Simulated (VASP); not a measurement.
# CaO (rock salt type) (Fm-3m) in VASP: notebook

Runs on CaO (rock salt type). Level: r2SCAN. Tasks: single point.

Everything below comes from runs of VASP 6.6.1. Logs are shortened: lines on timing, memory, paths and dates and some standing lists are left out, and cuts for length are marked.

### Step 1. The cell of the first run

Symmetry: Fm-3m, No. 225, cubic system. Conventional cell: a = 4.847 Å, b = 4.847 Å, c = 4.847 Å, α = 90.00°, β = 90.00°, γ = 90.00°. Ca (site symmetry m-3m) has 6 O at 2.42 Å within 3.2 Å. O (site symmetry m-3m) has 6 Ca at 2.42 Å within 3.2 Å.

### Step 2. Single point, r2SCAN

File POSCAR:

```
CaO
1.0
    0.0000000000      2.4236030910      2.4236030910
    2.4236030910      0.0000000000      2.4236030910
    2.4236030910      2.4236030910      0.0000000000
Ca O
1 1
Direct
    0.0000000000      0.0000000000      0.0000000000
    0.5000000000      0.5000000000      0.5000000000
```

File INCAR.step1:

```
SYSTEM = CaO
PREC = Accurate
ENCUT = 520
ISMEAR = -1
SIGMA = 0.1
LREAL = .False.
LASPH = .True.
NELM = 100
NBANDS = 15
GGA = PE
ALGO = Normal
EDIFF = 1E-4
LWAVE = .True.
LCHARG = .False.
```

File INCAR.step2:

```
SYSTEM = CaO
PREC = Accurate
ENCUT = 520
EDIFF = 1E-7
ISMEAR = -1
SIGMA = 0.1
LREAL = .False.
LASPH = .True.
NELM = 100
ALGO = Normal
ISIF = 2
LWAVE = .False.
LCHARG = .False.
METAGGA = R2SCAN
LMIXTAU = .True.
NBANDS = 15
ISTART = 1
```

File KPOINTS:

```
Automatic mesh
0
Gamma
  12 12 12
  0 0 0
```

Potentials or basis: VASP PAW PBE potentials, release 64 (Ca_sv, O).

The run is started by

```
$ cat potpaw_PBE.64/Ca_sv/POTCAR potpaw_PBE.64/O/POTCAR > POTCAR
$ cp INCAR.step1 INCAR
$ mpirun -np 1 vasp_std > vasp.out
$ cp INCAR.step2 INCAR
$ mpirun -np 1 vasp_std > vasp.out
```

OUTCAR:

```text
SYSTEM = CaO
   PREC = Accurate
   ENCUT = 520
   EDIFF = 1E-7
   ISMEAR = -1
   LREAL = .False.
   LASPH = .True.
   NELM = 100
   ISIF = 2
   METAGGA = R2SCAN
   ISTART = 1

 ion  position               nearest neighbor table
   1  0.000  0.000  0.000-   2 2.42   2 2.42   2 2.42   2 2.42   2 2.42   2 2.42
   2  0.500  0.500  0.500-   1 2.42   1 2.42   1 2.42   1 2.42   1 2.42   1 2.42

  LATTYP: Found a face centered cubic cell.
 ALAT       =     4.8472061820

  Lattice vectors:

 A1 = (   0.0000000000,   2.4236030910,   2.4236030910)
 A2 = (   2.4236030910,   0.0000000000,   2.4236030910)
 A3 = (   2.4236030910,   2.4236030910,   0.0000000000)

Analysis of symmetry for initial positions (statically):
=====================================================================
 Subroutine PRICEL returns:
 Original cell was already a primitive cell.

 Routine SETGRP: Setting up the symmetry group for a
 face centered cubic supercell.

 Subroutine GETGRP returns: Found 48 space group operations
 (whereof 48 operations were pure point group operations)
 out of a pool of 48 trial point group operations.

The static configuration has the point symmetry O_h .

Analysis of symmetry for dynamics (positions and initial velocities):
=====================================================================
 Subroutine PRICEL returns:
 Original cell was already a primitive cell.

 Routine SETGRP: Setting up the symmetry group for a
 face centered cubic supercell.

 Subroutine GETGRP returns: Found 48 space group operations
 (whereof 48 operations were pure point group operations)
 out of a pool of 48 trial point group operations.

The dynamic configuration has the point symmetry O_h .

 Subroutine INISYM returns: Found 48 space group operations
 (whereof 48 operations are pure point group operations),
 and found     1 'primitive' translations

----------------------------------------------------------------------------------------

                                     Primitive cell

  volume of cell :      28.4718

  direct lattice vectors                    reciprocal lattice vectors
     0.000000000  2.423603091  2.423603091    -0.206304408  0.206304408  0.206304408
     2.423603091  0.000000000  2.423603091     0.206304408 -0.206304408  0.206304408
     2.423603091  2.423603091  0.000000000     0.206304408  0.206304408 -0.206304408

  length of vectors
     3.427492361  3.427492361  3.427492361     0.357329716  0.357329716  0.357329716

  position of ions in fractional coordinates (direct lattice)
     0.000000000  0.000000000  0.000000000
     0.500000000  0.500000000  0.500000000

  ion indices of the primitive-cell ions
   primitive index   ion index
                 1           1
                 2           2

----------------------------------------------------------------------------------------

 KPOINTS: Automatic mesh

Automatic generation of k-mesh.
 Grid dimensions read from file:
 generate k-points for:   12   12   12

 Generating k-lattice:

  Cartesian coordinates                     Fractional coordinates (reciprocal lattice)
    -0.017192034  0.017192034  0.017192034     0.083333333  0.000000000  0.000000000
     0.017192034 -0.017192034  0.017192034     0.000000000  0.083333333  0.000000000
     0.017192034  0.017192034 -0.017192034     0.000000000  0.000000000  0.083333333

  Length of vectors
     0.029777476  0.029777476  0.029777476

  Shift w.r.t. Gamma in fractional coordinates (k-lattice)
     0.000000000  0.000000000  0.000000000

 Subroutine IBZKPT returns following result:
 ===========================================

 Found     72 irreducible k-points:

 Following reciprocal coordinates:
            Coordinates               Weight
  0.000000  0.000000  0.000000      1.000000
  0.083333  0.000000  0.000000      8.000000
  0.166667  0.000000  0.000000      8.000000
  0.250000  0.000000  0.000000      8.000000
  0.333333  0.000000  0.000000      8.000000
  0.416667  0.000000  0.000000      8.000000
[... 16 lines left out ...]
  0.500000  0.166667  0.000000     24.000000
 -0.416667  0.166667  0.000000     24.000000
 [... further k-points ...]
   k-points           NKPTS =     72   k-points in BZ     NKDIM =     72   number of bands    NBANDS=     15
   number of dos      NEDOS =    301   number of ions     NIONS =      2
   total plane-waves  NPLWV =  21952
   dimension x,y,z NGX =    28 NGY =   28 NGZ =   28
   dimension x,y,z NGXF=    56 NGYF=   56 NGZF=   56
   ions per type =               1   1
   NGX,Y,Z   is equivalent  to a cutoff of  13.58, 13.58, 13.58 a.u.
   NGXF,Y,Z  is equivalent  to a cutoff of  27.16, 27.16, 27.16 a.u.
 SYSTEM =  CaO
   PREC   = accura    normal or accurate (medium, high low for compatibility)
   ISTART =      1    job   : 0-new  1-cont  2-samecut
   ICHARG =      0    charge: 1-file 2-atom 10-const
   ISPIN  =      1    spin polarized calculation?
   LNONCOLLINEAR =      F non collinear calculations
   LSORBIT =      F    spin-orbit coupling
   LASPH  =      T    aspherical Exc in radial PAW
   ENCUT  =  520.0 eV  38.22 Ry    6.18 a.u.   6.37  6.37  6.37*2*pi/ulx,y,z
   NELM   =    100;   NELMIN=  2; NELMDL=  0     # of ELM steps
   EDIFF  = 0.1E-06   stopping-criterion for ELM
   LREAL  =      F    real-space projection
   EDIFFG = 0.1E-05   stopping-criterion for IOM
   NSW    =      0    number of steps for IOM
   IBRION =     -1    ionic relax: 0-MD 1-quasi-New 2-CG
   NFREE  =      0    steps in history (QN), initial steepest desc. (CG)
   ISIF   =      2    stress and relaxation
   ISYM   =      2    0-nonsym 1-usesym 2-fastsym
   POTIM  = 0.5000    time-step for ionic-motion
   TEBEG  =    0.0;   TEEND  =   0.0 temperature during run
   PSTRESS=    0.0 pullay stress
   NELECT =      16.0000    total number of electrons
   NUPDOWN=      -1.0000    fix difference up-down
   EMIN   =  10.00;   EMAX   =-10.00  energy-range for DOS
   EFERMI =   0.00;   METHOD = LEGACY
   ISMEAR =    -1;   SIGMA  =   0.10  broadening in eV -4-tet -1-fermi 0-gaus
   EFERMI_NEDOS =   21; number of points for ismear=-14 and -15
   IALGO  =     38    algorithm
   IMIX   =      4    mixing-type and parameters
     AMIX     =   0.40;   BMIX     =  1.00
     AMIX_MAG =   1.60;   BMIX_MAG =  1.00
  volume/ion in A,a.u.               =      14.24        96.07
  Fermi-wavevector in a.u.,A,eV,Ry     =   1.350963  2.552949 24.831993  1.825100
  Thomas-Fermi vector in A             =   2.478424
   LORBIT       =      0    0 simple, 1 ext, 2 COOP (PROOUT), +10 PAW based schemes
   METAGGA = R2SCAN    functional components
   LHFCALC =     F    Hartree Fock is set to
   AEXX    =    0.0000 exact exchange contribution
   IVDW    =     0    specifies the selected vdW correction
   LEPSILON=     F    determine dielectric tensor
   LRPA    =     F    only Hartree local field effects (RPA)
 non-spin polarized calculation
  energy-cutoff  :      520.00
  volume of cell :       28.47
 maximum number of plane-waves:       779
 NGX is ok and might be reduce to    28
   NGX = 13   NGY = 13   NGZ = 13

 number of electron      16.0000001 magnetization

 Free energy of the ion-electron system (eV)
  ---------------------------------------------------
  ext. energy  EPLUGINS =         0.00000000
  ---------------------------------------------------
  free energy    TOTEN  =       -19.44940636 eV

  energy without entropy =      -19.44940636  energy(sigma->0) =      -19.44940636

 E-fermi :   3.9999     XC(G=0): -10.9410

 val. band max:        1.8751621081   @ k =   0.0000   0.0000   0.0000
 cond. band min:       6.0686648361   @ k =   0.5000   0.5000   0.0000
 fundamental gap:      4.1935027280
 Fermi energy:         3.9999384025

 k-point     1 :       0.0000    0.0000    0.0000
  band No.  band energies     occupation
      1     -37.2901      2.00000
      2     -17.1989      2.00000
      3     -17.1989      2.00000
      4     -17.1988      2.00000
      5     -14.5496      2.00000
      6       1.8752      2.00000
      7       1.8752      2.00000
      8       1.8752      2.00000
      9       7.0921      0.00000
     10       8.6631      0.00000
     11       8.6631      0.00000
     12       8.6631      0.00000
     13      10.2152      0.00000
     14      10.2152      0.00000
     15      17.4790      0.00000

 k-point     2 :       0.0833    0.0000    0.0000
  band No.  band energies     occupation
      1     -37.2841      2.00000
      2     -17.2984      2.00000
      3     -17.2021      2.00000
      4     -17.2020      2.00000
      5     -14.4455      2.00000
      6       1.6320      2.00000
      7       1.7830      2.00000
      8       1.7830      2.00000
      9       7.4120      0.00000
     10       8.6336      0.00000
     11       8.7817      0.00000
     12       8.7818      0.00000
     13      10.3789      0.00000
     14      10.3789      0.00000
     15      17.7629      0.00000

 k-point     3 :       0.1667    0.0000    0.0000
  band No.  band energies     occupation
      1     -37.2677      2.00000
      2     -17.5399      2.00000
      3     -17.2108      2.00000
      4     -17.2108      2.00000
      5     -14.1911      2.00000
      6       1.0584      2.00000
      7       1.5455      2.00000
      8       1.5455      2.00000
      9       8.1943      0.00000
     10       8.6257      0.00000
     11       9.1182      0.00000
     12       9.1182      0.00000
     13      10.8237      0.00000
     14      10.8237      0.00000
     15      18.3208      0.00000
[... 343 lines left out ...]
 k-point    23 :       0.5000    0.1667    0.0000
  band No.  band energies     occupation
      1     -37.1931      2.00000
      2     -18.1255      2.00000
      3     -17.3441      2.00000
      4     -17.2869      2.00000
      5     -13.5935      2.00000
      6      -0.2597      2.00000
      7       0.7486      2.00000
      8       0.9121      2.00000
      9       8.6900      0.00000
     10       9.9977      0.00000
     11      11.0238      0.00000
     12      11.4536      0.00000
     13      12.4662      0.00000
     14      13.5411      0.00000
     15      16.7061      0.00000

 k-point    24 :      -0.4167    0.1667    0.0000
  band No.  band energies     occupation
      1     -37.1915      2.00000
      2     -18.1452      2.00000
      3     -17.3681      2.00000
      4     -17.2700      2.00000
      5     -13.5544      2.00000
      6      -0.3235      2.00000
      7       0.7849      2.00000
      8       0.8003      2.00000
      9       9.2823      0.00000
     10       9.6192      0.00000
     11      10.8284      0.00000
     12      11.4507      0.00000
     13      12.7779      0.00000
     14      13.7167      0.00000
     15      16.5517      0.00000

 [... further k-points ...]

------------------------ aborting loop because EDIFF is reached ----------------------------------------

  FORCE on cell =-STRESS in cart. coord.  units (eV):
  Direction    XX          YY          ZZ          XY          YZ          ZX
  --------------------------------------------------------------------------------------
  -------------------------------------------------------------------------------------
  Total       -0.4647400     -0.4647400     -0.4647400     -0.0000000      0.0000000      0.0000000
  in kB      -26.1520766    -26.1520766    -26.1520766     -0.0000000      0.0000000      0.0000000
  external PRESSURE =     -26.1520766 kB  Pullay stress =       0.0000000 kB

 VOLUME and BASIS-vectors are now :
 -----------------------------------------------------------------------------
  energy-cutoff  :      520.00
  volume of cell :       28.47
      direct lattice vectors                 reciprocal lattice vectors
     0.000000000  2.423603091  2.423603091    -0.206304408  0.206304408  0.206304408
     2.423603091  0.000000000  2.423603091     0.206304408 -0.206304408  0.206304408
     2.423603091  2.423603091  0.000000000     0.206304408  0.206304408 -0.206304408

 POSITION                                       TOTAL-FORCE (eV/Angst)
 -----------------------------------------------------------------------------------
      0.00000      0.00000      0.00000         0.000000      0.000000      0.000000
      2.42360      2.42360      2.42360         0.000000     -0.000000     -0.000000
 -----------------------------------------------------------------------------------
    total drift:                                0.000000      0.000000      0.000000

  FREE ENERGIE OF THE ION-ELECTRON SYSTEM (eV)
  ---------------------------------------------------
  free  energy   TOTEN  =       -19.4494063561 eV

  energy  without entropy=      -19.4494063560  energy(sigma->0) =      -19.44940636
```

Wall time 86 s (1 thread of AMD EPYC 9R45 (Zen 5), shared host); peak memory 0.15 GiB.

Results:

| Quantity | Value |
| --- | --- |
| Free energy | -19.4494 eV |
| Pressure | -2.6 GPa |
| Band gap on the k mesh | 4.19 eV (least direct gap 4.57 eV) |

Levels at points of the mesh, in eV from the valence-band top:
```
           k point  band 6  band 7  band 8  band 9  band 10  band 11
(0.00, 0.00, 0.00)    0.00    0.00    0.00    5.22     6.79     6.79
(0.50, 0.00, 0.00)   -2.55   -1.15   -1.15    7.58     8.90     8.90
(0.50, 0.50, 0.00)   -1.30   -0.38   -0.38    4.19     8.57     9.48
```

Caveat: the PAW data sets were made with another functional, which shifts forces and pressure a little.

### Step 3. Single point, r2SCAN

POSCAR is that of step 2.

File INCAR.step1:

```
  PREC = Accurate
  ENCUT = 520
  ISMEAR = -1
  SIGMA = 0.1
  LREAL = False
  LASPH = True
  NELM = 60
  NBANDS = 15
  GGA = PE
  ALGO = Normal
  EDIFF = 1E-4
  LWAVE = True
  LCHARG = False
```

File INCAR.step2:

```
  PREC = Accurate
  ENCUT = 520
  EDIFF = 1E-6
  ISMEAR = -1
  SIGMA = 0.1
  LREAL = False
  LASPH = True
  NELM = 60
  ALGO = Normal
  ISIF = 2
  LWAVE = False
  LCHARG = True
  METAGGA = R2SCAN
  LMIXTAU = True
  LELF = True
  LVHAR = True
  NBANDS = 15
  ISTART = 1
```

File KPOINTS:

```
regular mesh
0
Gamma
  12 12 12
```

Potentials or basis: VASP PAW PBE potentials, release 64 (Ca_sv, O).

The run is started by

```
$ cat potpaw_PBE.64/Ca_sv/POTCAR potpaw_PBE.64/O/POTCAR > POTCAR
$ cp INCAR.step1 INCAR
$ mpirun -np 1 vasp_std > vasp.out
$ cp INCAR.step2 INCAR
$ mpirun -np 1 vasp_std > vasp.out
```

Run time: 67 s. Hardware: 1 thread of AMD EPYC 9R45 (Zen 5), shared host; peak memory 0.15 GiB.

Results (log left out):

| Quantity | Value |
| --- | --- |
| Free energy | -19.4494 eV |
| Pressure | -2.6 GPa |
| Band gap on the k mesh | 4.19 eV (least direct gap 4.57 eV) |

Levels at points of the mesh, in eV from the valence-band top:
```tsv
k point	band 4	band 5	band 6	band 7	band 8	band 9	band 10	band 11	band 12	band 13
(0.00, 0.00, 0.00)	-19.07	-16.43	0.00	0.00	0.00	5.22	6.79	6.79	6.79	8.34
(0.50, 0.00, 0.00)	-19.12	-15.26	-2.55	-1.15	-1.15	7.58	8.90	8.90	9.01	10.98
(0.50, 0.50, 0.00)	-19.28	-16.20	-1.30	-0.38	-0.38	4.19	8.57	9.48	10.06	10.06
```

Caveat: the PAW data sets were made with another functional, which shifts forces and pressure a little.

### Step 4. Single point, r2SCAN

This run uses another cell than the first one, of 14.66 Å³/atom.

File POSCAR:

```
CaO
1.0
    0.0000000000      2.4473654209      2.4473654209
    2.4473654209      0.0000000000      2.4473654209
    2.4473654209      2.4473654209      0.0000000000
Ca O
1 1
Direct
    0.0000000000      0.0000000000      0.0000000000
    0.5000000000      0.5000000000      0.5000000000
```

File INCAR.step1:

```
PREC = Accurate
ENCUT = 520
ISMEAR = -1
SIGMA = 0.1
LREAL = False
LASPH = True
NELM = 100
NBANDS = 15
GGA = PE
ALGO = Normal
EDIFF = 1E-4
LWAVE = True
LCHARG = False
```

File INCAR.step2:

```
PREC = Accurate
ENCUT = 520
EDIFF = 1E-7
ISMEAR = -1
SIGMA = 0.1
LREAL = False
LASPH = True
NELM = 100
ALGO = Normal
ISIF = 2
LWAVE = False
LCHARG = False
METAGGA = R2SCAN
LMIXTAU = True
NBANDS = 15
ISTART = 1
```

KPOINTS is that of step 3.

The run is started by

```
$ cat potpaw_PBE.64/Ca_sv/POTCAR potpaw_PBE.64/O/POTCAR > POTCAR
$ cp INCAR.step1 INCAR
$ mpirun -np 1 vasp_std > vasp.out
$ cp INCAR.step2 INCAR
$ mpirun -np 1 vasp_std > vasp.out
```

Wall time 77 s (1 thread of AMD EPYC 9R45 (Zen 5), shared host); peak memory 0.15 GiB.

The run converged. Its results:

- Free energy: -19.4287 eV
- Pressure: -5.5 GPa
- Band gap on the k mesh: 4.20 eV (least direct gap 4.58 eV)

Levels at points of the mesh, in eV from the valence-band top:
```
           k point  band 6  band 7  band 8  band 9  band 10  band 11
(0.00, 0.00, 0.00)    0.00    0.00    0.00    4.98     6.71     6.71
(0.50, 0.00, 0.00)   -2.48   -1.09   -1.09    7.43     8.74     8.74
(0.50, 0.50, 0.00)   -1.31   -0.38   -0.38    4.20     8.36     9.31
```

Caveat: the cell stands under tension; the PAW data sets were made with another functional, which shifts forces and pressure a little. A k mesh can miss the band edges.
